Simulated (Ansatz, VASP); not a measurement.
# Rh: VASP beside Ansatz

INCAR

```
  PREC = Accurate
  ENCUT = 600
  EDIFF = 1E-6
  ISMEAR = 0
  SIGMA = 0.1
  LREAL = False
  LASPH = True
  NELM = 60
  ALGO = Fast
  ISIF = 3
  LWAVE = False
  LCHARG = False
  GGA = CA
  IBRION = 2
  NSW = 100
  EDIFFG = -0.005
```

File KPOINTS:

```
Automatic mesh
0
Gamma
  18 18 10
```

The input POSCAR:

```
Rh
1.0
    2.6646412819      0.0000000000      0.0000000000
   -1.3323206409      2.3076470421      0.0000000000
    0.0000000000      0.0000000000      4.3097464236
Rh
2
Direct
    0.6666666667      0.3333333333      0.7500000000
    0.3333333333      0.6666666667      0.2500000000
```

Input for Ansatz:

```yaml
crystal:
  lattice:
    - [2.6646412819, 0.0, 0.0]
    - [-1.3323206409, 2.3076470421, 0.0]
    - [0.0, 0.0, 4.3097464236]
  atoms:
    - { symbol: Rh, position: [0.6666666667, 0.3333333333, 0.75] }
    - { symbol: Rh, position: [0.3333333333, 0.6666666667, 0.25] }
basis:
  ecutwfc: 420
kpoints:
  mp_grid: { grid: [18, 18, 10] }
hamiltonian:
  xc: lda
  pseudopotentials: { kind: paw, azcp: { folder: soft_1 } }
scf:
  occupations: { method: gaussian, width: 0.1 }
output:
  forces: true
  stress: true
  eigenvalues: true
relax:
  adjacent_minimum: "off"
  f_tol: 0.005
  max_steps: 80
  cell: { stress_tol: 0.05 }
```

Alike in both runs: task relaxation of cell and atoms; functional LDA; k mesh 18 × 18 × 10; occupations gaussian, width 0.1 eV; no spin polarisation.

|  | VASP | Ansatz |
| --- | --- | --- |
| version | VASP 6.6.1 | Ansatz 0.2.0 |
| potentials or method | VASP PAW LDA potentials, release 64 (Rh_pv), cutoff 600 eV | scalar-relativistic, plane waves, PAW |
| valence electrons in the cell | 30 | 34 |

```tsv
	VASP	Ansatz	Ansatz less VASP
gap on the k mesh at the Fermi level, each at its own relaxed structure (eV)	none	none	-
relaxed volume (Å³/atom)	13.30	13.27	-0.028
relaxed cell length with the largest relative difference (Å)	4.303	4.299	-0.0034
```

Ansatz warns that its potentials were made for another functional, while VASP's fit it. LDA's correlation is that of Perdew and Zunger in VASP and of Perdew and Wang (1992) in Ansatz. A gap of «none» marks a metal or a gap that the smearing closes. VASP's potentials hold 30 valence electrons a cell and Ansatz's 34, so a difference there can come from the potentials and not from the codes.
